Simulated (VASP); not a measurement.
Write the native input for VASP 6.6.1 that does the following.

```
Task                   : single point
Functional             : PBE
Potentials or basis    : VASP PAW PBE potentials, release 64 (Ir)
Cutoff                 : 520 eV
k mesh                 : 24 × 24 × 20
Occupations            : gaussian, width 0.15 eV
Spin                   : no spin polarisation
Dipole correction      : no
Further INCAR settings : ALGO = Fast; EDIFF = 1e-07; NBANDS = 16
```

The structure of Ir lies in POSCAR:

```
Ir
1.0
    0.0000000000     -1.9197000000     -1.9197000000
   -1.9197000000      0.0000000000     -1.9197000000
    1.9197000000      1.9197000000     -3.8394000000
Ir
2
Direct
    0.5558282294      0.5558282294      0.4999870631
   -0.0558282294     -0.0558282294      0.0000129369
```

This cell differs from its parent crystal: atoms displaced along a vibrational mode.

One way to write it, as run:

INCAR

```
ALGO = Fast ; EDIFF = 1E-7
ENCUT = 520 ; GGA = PE
ISIF = 2 ; ISMEAR = 0
LASPH = True ; LCHARG = False
LREAL = False ; LWAVE = False
NBANDS = 16 ; NELM = 80
PREC = Accurate ; SIGMA = 0.15
```

KPOINTS

```
k-points
0
Gamma
  24 24 20
```

Potentials or basis: VASP PAW PBE potentials, release 64 (Ir).

Run with:

```console
$ cat potpaw_PBE.64/Ir/POTCAR > POTCAR
$ mpirun -np 1 vasp_std > vasp.out
```

It gave:

```json
{
  "Pressure": "20.0 GPa",
  "Largest force": "1.823 eV/Å",
  "Band gap on the k mesh": "zero (bands 9 and 10 overlap by 2.74 eV)"
}
```

Caveat: the cell differs from its parent crystal (atoms displaced along a vibrational mode); the stress differs along the axes, from 11 to 24 GPa; spin-orbit coupling is left out, which moves the levels of the heavy elements; forces of over 1 eV/Å act on the atoms, so gaps and moduli don't describe the material at rest.

Run time: 13 min on 1 thread of Intel(R) Xeon(R) 6975P-C (Granite Rapids), on a shared host, peak memory 1.1 GiB.
